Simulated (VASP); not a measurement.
Ge, 2 atoms in the cell. Symmetry: I4_1/amd, No. 141, tetragonal system. The conventional cell has a = 5.149 Å, b = 5.149 Å, c = 2.795 Å, α = 90.00°, β = 90.00°, γ = 90.00°. Ge (site symmetry -4m2) has 10 Ge at 2.67 to 3.32 Å within 3.5 Å. 

```yaml
Program: VASP 6.6.1
Task: single point
Functional: PBEsol
Potentials_or_basis: VASP PAW PBE potentials, release 64 (Ge_d)
Cutoff: 520 eV
k_mesh: 14 × 14 × 14
Occupations: methfessel-paxton, width 0.05 eV
Spin: no spin polarisation
Dipole_correction: no
Further_INCAR_settings: ALGO = Normal; EDIFF = 1e-06; NBANDS = 21
```

Potentials or basis: VASP PAW PBE potentials, release 64 (Ge_d).

The run is started by

```bash
$ cat potpaw_PBE.64/Ge_d/POTCAR > POTCAR
$ mpirun -np 1 vasp_std > vasp.out
```

Hardware: 1 thread of AMD EPYC 9R45 96-Core Processor (Zen 5), on a shared host.

Question: Estimate the wall time of this run.

Answer: It took 87 s on 1 thread of AMD EPYC 9R45 96-Core Processor (Zen 5) (shared host), peak memory 0.24 GiB. Counts: scf iterations 10, k points 244.
